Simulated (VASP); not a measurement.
Here is a VASP 6.6.1 calculation.

Contents of INCAR:

```
PREC = Accurate ; ENCUT = 520
EDIFF = 1E-8 ; ISMEAR = -1
SIGMA = 0.05 ; LREAL = F
LASPH = T ; NELM = 80
ALGO = Normal ; ISIF = 2
LWAVE = F ; LCHARG = F
GGA = RE ; LEFG = T
NBANDS = 11
```

File KPOINTS:

```
regular mesh
0
Gamma
  15 15 12
```

File POSCAR:

```
MgB2
1.0
    3.0850007055      0.0000000000      0.0000000000
   -1.5425003528      2.6716889817      0.0000000000
    0.0000000000      0.0000000000      3.5230000000
Mg B
1 2
Direct
    0.0000000000      0.0000000000      0.0000000000
    0.3333333333      0.6666666667      0.5000000000
    0.6666666667      0.3333333333      0.5000000000
```

Potentials or basis: VASP PAW PBE potentials, release 64 (Mg, B).

Run with:

```sh
$ cat potpaw_PBE.64/Mg/POTCAR potpaw_PBE.64/B/POTCAR > POTCAR
$ mpirun -np 1 vasp_std > vasp.out
```

Question: What does it give for the pressure?

Answer: 1.3 GPa.

Question: Estimate the band gap on the k mesh.

Answer: Zero (band 4 reaches 7.15 eV, above the bottom of band 5 at 3.34 eV).

Electric field gradients, principal values (V/Å²):
| atom | least | middle | greatest (by size) |
| --- | --- | --- | --- |
| 1 Mg | 0.197 | 0.197 | -0.394 |
| 2 B | -9.443 | -9.443 | 18.886 |
| 3 B | -9.443 | -9.443 | 18.886 |

Caveat: without QUAD_EFG the Cq values of the log hold for a quadrupole moment of 1 mb, not for the nuclei; the PAW data sets were made with another functional, which shifts forces and pressure a little.
